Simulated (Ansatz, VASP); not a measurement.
# One calculation of Ta, two programs

```xyz
1
Lattice="-1.6520 1.6520 1.6520 1.6520 -1.6520 1.6520 1.6520 1.6520 -1.6520" Properties=species:S:1:pos:R:3 pbc="T T T"
Ta    0.0000    0.0000    0.0000
```

Alike in both runs: functional PBE; dispersion D4; k mesh 14 × 14 × 14; occupations fermi-dirac, width 0.05 eV; no spin polarisation.

Ansatz relaxed the structure, and its values are those at the end. VASP's run is a single point on that final structure, the one shown.

|  | VASP | Ansatz |
| --- | --- | --- |
| version | VASP 6.6.1 | Ansatz 0.2.0 |
| potentials or method | VASP PAW PBE potentials, release 64 (Ta_pv) | PAW with Ansatz's default frozen-core files, scalar-relativistic |
| plane-wave cutoff (eV) | 520 | 420 |
| valence electrons in the cell | 11 | 13 |

Ansatz gave:

```
pressure (GPa) : 0.0
```

What did VASP give for the same quantities?

Pressure (GPa): 0.1.

VASP's potentials hold 11 valence electrons a cell and Ansatz's 13, so a difference there can come from the potentials and not from the codes.

Spin-orbit coupling is off throughout.
